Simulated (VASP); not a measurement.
# Zn8O7 (a cell with a defect) in VASP: notebook

The runs below take Zn8O7 (a cell with a defect) through single point, with PBE.

All numbers are computed with VASP 6.6.1; they aren't measurements. Logs are shortened: lines on timing, memory, paths and dates and some standing lists are left out, and cuts for length are marked.

## Step 1: The cell of the first run

The cell holds a defect, 15 atoms: a = 5.293 Å, b = 6.559 Å, c = 6.559 Å, α = 120.00°, β = 90.00°, γ = 90.00°.

## Step 2: Single point, PBE (atoms taken out, then relaxed in part)

File INCAR:

```
PREC = Accurate
ENCUT = 520
EDIFF = 1E-6
ISMEAR = 0
SIGMA = 0.01
LREAL = Auto
LASPH = True
NELM = 100
ALGO = Normal
ISIF = 2
LWAVE = False
LCHARG = False
GGA = PE
NBANDS = 82
```

File KPOINTS:

```
regular mesh
0
Gamma
  4 4 4
```

File POSCAR:

```
Zn8O7
1.0
    0.0000000000      0.0000000000      5.2932331742
    6.5587815588      0.0000000000      0.0000000000
   -3.2793907793      5.6800714478      0.0000000000
Zn O
8 7
Direct
    0.5453026927      0.3333333333      0.1666666667
    0.4962080075      0.3318807697      0.6659403849
    0.4962080075      0.8340596151      0.1681192303
    0.4962080075      0.8340596151      0.6659403849
   -0.0062517503      0.1777699059      0.3222300941
   -0.0062517503      0.1777699059      0.8555398117
   -0.0062517503      0.6444601883      0.3222300941
   -0.0031491557      0.6666666667      0.8333333333
    0.8799510753      0.3293223209      0.6646611605
    0.8799510753      0.8353388395      0.1706776791
    0.8799510753      0.8353388395      0.6646611605
    0.3776624373      0.1710938735      0.3289061265
    0.3776624373      0.1710938735      0.8421877470
    0.3776624373      0.6578122530      0.3289061265
    0.3779115650      0.6666666667      0.8333333333
```

Potentials or basis: VASP PAW PBE potentials, release 64 (Zn, O).

Launch:

```
$ cat potpaw_PBE.64/Zn/POTCAR potpaw_PBE.64/O/POTCAR > POTCAR
$ mpirun -np 1 vasp_std > vasp.out
```

OUTCAR:

```text
PREC = Accurate
   ENCUT = 520
   EDIFF = 1E-6
   ISMEAR = 0
   LREAL = Auto
   LASPH = True
   NELM = 100
   ISIF = 2
   GGA = PE

 ion  position               nearest neighbor table
   1  0.545  0.333  0.167-  12 2.05  13 2.05  14 2.05   5 2.96   6 2.96   7 2.96
   2  0.496  0.332  0.666-  15 2.00  13 2.02  12 2.02   9 2.03
   3  0.496  0.834  0.168-  15 2.00  14 2.02  12 2.02  10 2.03
   4  0.496  0.834  0.666-  15 2.00  14 2.02  13 2.02  11 2.03
   5  0.994  0.178  0.322-  12 2.03   9 2.04  10 2.04   1 2.96
   6  0.994  0.178  0.856-  13 2.03   9 2.04  11 2.04   1 2.96
   7  0.994  0.644  0.322-  14 2.03  10 2.04  11 2.04   1 2.96
   8  0.997  0.667  0.833-  11 2.01  10 2.01   9 2.01  15 2.02
   9  0.880  0.329  0.665-   8 2.01   2 2.03   6 2.04   5 2.04
  10  0.880  0.835  0.171-   8 2.01   3 2.03   7 2.04   5 2.04
  11  0.880  0.835  0.665-   8 2.01   4 2.03   7 2.04   6 2.04
  12  0.378  0.171  0.329-   2 2.02   3 2.02   5 2.03   1 2.05
  13  0.378  0.171  0.842-   2 2.02   4 2.02   6 2.03   1 2.05
  14  0.378  0.658  0.329-   3 2.02   4 2.02   7 2.03   1 2.05
  15  0.378  0.667  0.833-   4 2.00   3 2.00   2 2.00   8 2.02

  LATTYP: Found a hexagonal cell.
 ALAT       =     6.5587815588
 C/A-ratio  =     0.8070451999

  Lattice vectors:

 A1 = (   6.5587815588,   0.0000000000,   0.0000000000)
 A2 = (  -3.2793907793,   5.6800714478,   0.0000000000)
 A3 = (   0.0000000000,   0.0000000000,   5.2932331742)

Analysis of symmetry for initial positions (statically):
=====================================================================
 Subroutine PRICEL returns:
 Original cell was already a primitive cell.

 Routine SETGRP: Setting up the symmetry group for a
 hexagonal supercell.

 Subroutine GETGRP returns: Found  6 space group operations
 (whereof  2 operations were pure point group operations)
 out of a pool of 24 trial point group operations.

The static configuration has the point symmetry C_1h.
 The point group associated with its full space group is C_3v.

Analysis of symmetry for dynamics (positions and initial velocities):
=====================================================================
 Subroutine PRICEL returns:
 Original cell was already a primitive cell.

 Routine SETGRP: Setting up the symmetry group for a
 hexagonal supercell.

 Subroutine GETGRP returns: Found  6 space group operations
 (whereof  2 operations were pure point group operations)
 out of a pool of 24 trial point group operations.

The dynamic configuration has the point symmetry C_1h.
 The point group associated with its full space group is C_3v.

 Subroutine INISYM returns: Found  6 space group operations
 (whereof  2 operations are pure point group operations),
 and found     1 'primitive' translations

----------------------------------------------------------------------------------------

                                     Primitive cell

  volume of cell :     197.1959

  direct lattice vectors                    reciprocal lattice vectors
     0.000000000  0.000000000  5.293233174     0.000000000  0.000000000  0.188920451
     6.558781559  0.000000000  0.000000000     0.152467343  0.088027062  0.000000000
    -3.279390779  5.680071448  0.000000000     0.000000000  0.176054123  0.000000000

  length of vectors
     5.293233174  6.558781559  6.558781559     0.188920451  0.176054123  0.176054123

  position of ions in fractional coordinates (direct lattice)
     0.545302693  0.333333333  0.166666667
     0.496208008  0.331880770  0.665940385
     0.496208008  0.834059615  0.168119230
     0.496208008  0.834059615  0.665940385
     0.993748250  0.177769906  0.322230094
     0.993748250  0.177769906  0.855539812
     0.993748250  0.644460188  0.322230094
     0.996850844  0.666666667  0.833333333
     0.879951075  0.329322321  0.664661161
     0.879951075  0.835338839  0.170677679
     0.879951075  0.835338839  0.664661161
     0.377662437  0.171093873  0.328906127
     0.377662437  0.171093873  0.842187747
     0.377662437  0.657812253  0.328906127
     0.377911565  0.666666667  0.833333333

  ion indices of the primitive-cell ions
   primitive index   ion index
                 1           1
                 2           2
                 3           3
                 4           4
                 5           5
                 6           6
                 7           7
                 8           8
                 9           9
                10          10
                11          11
                12          12
                13          13
                14          14
                15          15

----------------------------------------------------------------------------------------

 KPOINTS: regular mesh

Automatic generation of k-mesh.
 Grid dimensions read from file:
 generate k-points for:    4    4    4

 Generating k-lattice:

  Cartesian coordinates                     Fractional coordinates (reciprocal lattice)
     0.000000000  0.000000000  0.047230113     0.250000000  0.000000000  0.000000000
     0.038116836  0.022006765  0.000000000     0.000000000  0.250000000  0.000000000
     0.000000000  0.044013531  0.000000000     0.000000000  0.000000000  0.250000000

  Length of vectors
     0.047230113  0.044013531  0.044013531

  Shift w.r.t. Gamma in fractional coordinates (k-lattice)
     0.000000000  0.000000000  0.000000000

 Subroutine IBZKPT returns following result:
 ===========================================

 Found     13 irreducible k-points:

 Following reciprocal coordinates:
            Coordinates               Weight
  0.000000  0.000000  0.000000      1.000000
  0.250000  0.000000  0.000000      2.000000
  0.500000  0.000000  0.000000      1.000000
  0.000000  0.250000 -0.000000      6.000000
  0.250000  0.250000 -0.000000      6.000000
  0.250000  0.000000  0.250000      6.000000
  0.500000  0.250000 -0.000000      6.000000
  0.000000  0.500000 -0.000000      3.000000
  0.250000  0.500000 -0.000000      6.000000
  0.500000  0.500000 -0.000000      3.000000
  0.000000  0.250000  0.250000      6.000000
  0.250000  0.250000  0.250000     12.000000
  0.500000  0.250000  0.250000      6.000000
   k-points           NKPTS =     13   k-points in BZ     NKDIM =     13   number of bands    NBANDS=     82
   number of dos      NEDOS =    301   number of ions     NIONS =     15
   total plane-waves  NPLWV = 100000
   dimension x,y,z NGX =    40 NGY =   50 NGZ =   50
   dimension x,y,z NGXF=    80 NGYF=  100 NGZF=  100
   ions per type =               8   7
   NGX,Y,Z   is equivalent  to a cutoff of  12.56, 12.67, 12.67 a.u.
   NGXF,Y,Z  is equivalent  to a cutoff of  25.13, 25.35, 25.35 a.u.
 SYSTEM =  unknown system
   PREC   = accura    normal or accurate (medium, high low for compatibility)
   ISTART =      0    job   : 0-new  1-cont  2-samecut
   ICHARG =      2    charge: 1-file 2-atom 10-const
   ISPIN  =      1    spin polarized calculation?
   LNONCOLLINEAR =      F non collinear calculations
   LSORBIT =      F    spin-orbit coupling
   LASPH  =      T    aspherical Exc in radial PAW
   ENCUT  =  520.0 eV  38.22 Ry    6.18 a.u.   9.84 12.19 12.19*2*pi/ulx,y,z
   NELM   =    100;   NELMIN=  2; NELMDL= -5     # of ELM steps
   EDIFF  = 0.1E-05   stopping-criterion for ELM
   LREAL  =      T    real-space projection
   EDIFFG = 0.1E-04   stopping-criterion for IOM
   NSW    =      0    number of steps for IOM
   IBRION =     -1    ionic relax: 0-MD 1-quasi-New 2-CG
   NFREE  =      0    steps in history (QN), initial steepest desc. (CG)
   ISIF   =      2    stress and relaxation
   ISYM   =      2    0-nonsym 1-usesym 2-fastsym
   POTIM  = 0.5000    time-step for ionic-motion
   TEBEG  =    0.0;   TEEND  =   0.0 temperature during run
   PSTRESS=    0.0 pullay stress
   NELECT =     138.0000    total number of electrons
   NUPDOWN=      -1.0000    fix difference up-down
   EMIN   =  10.00;   EMAX   =-10.00  energy-range for DOS
   EFERMI =   0.00;   METHOD = LEGACY
   ISMEAR =     0;   SIGMA  =   0.01  broadening in eV -4-tet -1-fermi 0-gaus
   EFERMI_NEDOS =   21; number of points for ismear=-14 and -15
   IALGO  =     38    algorithm
   IMIX   =      4    mixing-type and parameters
     AMIX     =   0.40;   BMIX     =  1.00
     AMIX_MAG =   1.60;   BMIX_MAG =  1.00
  volume/ion in A,a.u.               =      13.15        88.72
  Fermi-wavevector in a.u.,A,eV,Ry     =   1.453456  2.746633 28.742771  2.112534
  Thomas-Fermi vector in A             =   2.570720
   LORBIT       =      0    0 simple, 1 ext, 2 COOP (PROOUT), +10 PAW based schemes
   GGA     = PE    functional components
   LHFCALC =     F    Hartree Fock is set to
   AEXX    =    0.0000 exact exchange contribution
   IVDW    =     0    specifies the selected vdW correction
   LEPSILON=     F    determine dielectric tensor
   LRPA    =     F    only Hartree local field effects (RPA)
 non-spin polarized calculation
 Gauss-broadening in eV      SIGMA  =   0.01
  energy-cutoff  :      520.00
  volume of cell :      197.20
 maximum number of plane-waves:      5354
 NGX is ok and might be reduce to    40
   NGX = 19   NGY = 25   NGZ = 25

 number of electron     138.0000020 magnetization

 Free energy of the ion-electron system (eV)
  ---------------------------------------------------
  ext. energy  EPLUGINS =         0.00000000
  ---------------------------------------------------
  free energy    TOTEN  =       -62.73237935 eV

  energy without entropy =      -62.73237935  energy(sigma->0) =      -62.73237935

 E-fermi :   1.1471     XC(G=0): -10.5745

 val. band max:        1.0755179524   @ k =   0.5000   0.5000  -0.0000
 cond. band min:       2.5555435520   @ k =   0.0000   0.5000  -0.0000
 fundamental gap:      1.4800255996
 Fermi energy:         1.1470694181

 k-point     1 :       0.0000    0.0000    0.0000
  band No.  band energies     occupation
      1     -16.9313      2.00000
      2     -16.3722      2.00000
      3     -16.3722      2.00000
      4     -16.3555      2.00000
      5     -16.2773      2.00000
      6     -16.1718      2.00000
[... 73 lines left out ...]
     80       8.1843      0.00000
     81       8.1843      0.00000

 k-point     2 :       0.2500    0.0000    0.0000
  band No.  band energies     occupation
      1     -16.8499      2.00000
      2     -16.4240      2.00000
      3     -16.3392      2.00000
      4     -16.3392      2.00000
      5     -16.2886      2.00000
      6     -16.1967      2.00000
[... 73 lines left out ...]
     80       8.5362      0.00000
     81       8.5362      0.00000
[... 838 lines left out ...]
     80       8.8452      0.00000
     81       9.1493      0.00000

 k-point    13 :       0.5000    0.2500    0.2500
  band No.  band energies     occupation
      1     -16.5385      2.00000
      2     -16.4682      2.00000
      3     -16.3986      2.00000
      4     -16.3760      2.00000
      5     -16.3624      2.00000
      6     -16.2580      2.00000
[... 73 lines left out ...]
     80       9.1669      0.00000
     81       9.3656      0.00000
 [bands above 81 left out]

------------------------ aborting loop because EDIFF is reached ----------------------------------------

  FORCE on cell =-STRESS in cart. coord.  units (eV):
  Direction    XX          YY          ZZ          XY          YZ          ZX
  --------------------------------------------------------------------------------------
  -------------------------------------------------------------------------------------
  Total       -4.7529790     -4.7529790     -5.4305221     -0.0000000      0.0000000     -0.0000000
  in kB      -38.6169963    -38.6169963    -44.1218974     -0.0000000      0.0000000     -0.0000000
  external PRESSURE =     -40.4519634 kB  Pullay stress =       0.0000000 kB

 VOLUME and BASIS-vectors are now :
 -----------------------------------------------------------------------------
  energy-cutoff  :      520.00
  volume of cell :      197.20
      direct lattice vectors                 reciprocal lattice vectors
     0.000000000  0.000000000  5.293233174     0.000000000  0.000000000  0.188920451
     6.558781559  0.000000000  0.000000000     0.152467343  0.088027062  0.000000000
    -3.279390779  5.680071448  0.000000000     0.000000000  0.176054123  0.000000000

 POSITION                                       TOTAL-FORCE (eV/Angst)
 -----------------------------------------------------------------------------------
      1.63970      0.94668      2.88641        -0.000000      0.000000      0.065994
     -0.00715      3.78259      2.62654        -0.003402     -0.001964      0.001930
      4.91909      0.95493      2.62654         0.000000      0.003928      0.001930
      3.28654      3.78259      2.62654         0.003402     -0.001964      0.001930
      0.10924      1.83029      5.26014         0.034238     -0.019767     -0.020156
     -1.63970      4.85953      5.26014         0.000000      0.039535     -0.020156
      3.17016      1.83029      5.26014        -0.034238     -0.019767     -0.020156
      1.63970      4.73339      5.27656        -0.000000      0.000000      0.007359
     -0.01973      3.77532      4.65779        -0.000549     -0.000317     -0.001314
      4.91909      0.96946      4.65779         0.000000      0.000634     -0.001314
      3.29912      3.77532      4.65779         0.000549     -0.000317     -0.001314
      0.04356      1.86821      1.99906         0.004885     -0.002820     -0.005151
     -1.63970      4.78369      1.99906         0.000000      0.005641     -0.005151
      3.23584      1.86821      1.99906        -0.004885     -0.002820     -0.005151
      1.63970      4.73339      2.00037        -0.000000      0.000000      0.000721
 -----------------------------------------------------------------------------------
    total drift:                                0.000030     -0.000051     -0.001460

  FREE ENERGIE OF THE ION-ELECTRON SYSTEM (eV)
  ---------------------------------------------------
  free  energy   TOTEN  =       -62.7323793474 eV

  energy  without entropy=      -62.7323793474  energy(sigma->0) =      -62.73237935
```

Wall time 6.8 min (1 thread of Intel Xeon Platinum 8375C at 2.90GHz (Ice Lake), shared host); peak memory 0.37 GiB.

Results:

```
Free energy            : -62.7324 eV
Pressure               : -4.0 GPa
Largest force          : 0.066 eV/Å
Band gap on the k mesh : 1.48 eV
```

Forces on the atoms (eV/Å):
```
Zn   0.000  0.000  0.066
Zn  -0.003 -0.002  0.002
Zn   0.000  0.004  0.002
Zn   0.003 -0.002  0.002
Zn   0.034 -0.020 -0.020
Zn   0.000  0.040 -0.020
Zn  -0.034 -0.020 -0.020
Zn   0.000  0.000  0.007
O   -0.001  0.000 -0.001
O    0.000  0.001 -0.001
O    0.001  0.000 -0.001
O    0.005 -0.003 -0.005
O    0.000  0.006 -0.005
O   -0.005 -0.003 -0.005
O    0.000  0.000  0.001
```

Levels at points of the mesh, in eV from the valence-band top:
```csv
k point,band 67,band 68,band 69,band 70,band 71,band 72
"(0.00, 0.00, 0.00)",-0.87,-0.65,-0.65,2.25,3.88,3.88
"(0.50, 0.00, 0.00)",-0.81,-0.81,-0.52,2.08,3.91,4.40
"(0.00, 0.50, 0.00)",-0.96,-0.81,-0.15,1.48,3.38,4.10
"(0.50, 0.50, 0.00)",-1.31,-1.23,0.00,2.60,2.67,3.87
```

Caveat: the cell differs from its parent crystal (atoms taken out, then relaxed in part).

## Step 3: Single point, PBE (atoms taken out, then relaxed in part)

File INCAR:

```
SYSTEM = Zn8O7
ALGO = Normal
EDIFF = 1E-7
ENCUT = 520
GGA = PE
ISIF = 2
ISMEAR = 0
LASPH = .TRUE.
LCHARG = .FALSE.
LREAL = Auto
LWAVE = .FALSE.
NBANDS = 82
NELECT = 136.0
NELM = 80
PREC = Accurate
SIGMA = 0.01
```

File KPOINTS:

```
k-points
0
G
  4 4 4
  0 0 0
```

File POSCAR:

```
Zn8O7
1.0
    0.0000000000      0.0000000000      5.2932331742
    6.5587815588      0.0000000000      0.0000000000
   -3.2793907793      5.6800714478      0.0000000000
Zn O
8 7
Direct
    0.4180849522      0.3333333333      0.1666666667
    0.5038474996      0.3416192568      0.6708096284
    0.5038474996      0.8291903716      0.1583807432
    0.5038474996      0.8291903716      0.6708096284
    0.0190093221      0.1420654798      0.3579345202
    0.0190093221      0.1420654798      0.7841309595
    0.0190093221      0.7158690405      0.3579345202
    0.0116169798      0.6666666667      0.8333333333
    0.8793153349      0.3369876705      0.6684938353
    0.8793153349      0.8315061647      0.1630123295
    0.8793153349      0.8315061647      0.6684938353
    0.3814575595      0.1658623031      0.3341376969
    0.3814575595      0.1658623031      0.8317246062
    0.3814575595      0.6682753938      0.3341376969
    0.3821833311      0.6666666667      0.8333333333
```

Potentials or basis: VASP PAW PBE potentials, release 64 (Zn, O).

Launch:

```
$ cat potpaw_PBE.64/Zn/POTCAR potpaw_PBE.64/O/POTCAR > POTCAR
$ mpirun -np 1 vasp_std > vasp.out
```

It took 6.7 min on 1 thread of Intel Xeon Platinum 8375C at 2.90GHz (Ice Lake), shared host; peak memory 0.37 GiB.

Results (log left out):

* Free energy: -65.9061 eV
* Largest force: 0.066 eV/Å

Forces on the atoms (eV/Å):
```
Zn   0.000  0.000  0.029
Zn  -0.013 -0.008  0.019
Zn   0.000  0.015  0.019
Zn   0.013 -0.008  0.019
Zn   0.041 -0.024  0.010
Zn   0.000  0.048  0.010
Zn  -0.041 -0.024  0.010
Zn   0.000  0.000  0.004
O    0.037  0.021 -0.050
O    0.000 -0.042 -0.050
O   -0.037  0.021 -0.050
O   -0.028  0.016  0.020
O    0.000 -0.032  0.020
O    0.028  0.016  0.020
O    0.000  0.000 -0.028
```

Levels at points of the mesh, in eV from the Fermi level:
| k point | band 65 | band 66 | band 67 | band 68 | band 69 | band 70 | band 71 | band 72 |
| --- | --- | --- | --- | --- | --- | --- | --- | --- |
| (0.00, 0.00, 0.00) | -0.86 | -0.32 | -0.08 | -0.08 | 0.07 | 3.22 | 4.78 | 4.78 |
| (0.50, 0.00, 0.00) | -0.88 | -0.88 | -0.28 | -0.28 | 1.52 | 2.71 | 3.59 | 5.48 |
| (0.00, 0.50, 0.00) | -0.84 | -0.83 | -0.40 | -0.28 | 1.96 | 2.48 | 4.51 | 4.67 |
| (0.50, 0.50, 0.00) | -1.10 | -1.07 | -1.01 | -0.68 | 2.35 | 3.68 | 3.80 | 4.67 |

Caveat: the cell carries a net charge on a neutralising background, which shifts energy and pressure; the cell differs from its parent crystal (atoms taken out, then relaxed in part); the cell is charged against a uniform background, so pressure and absolute levels hang on convention.

(Continued in part 2 of 2.)
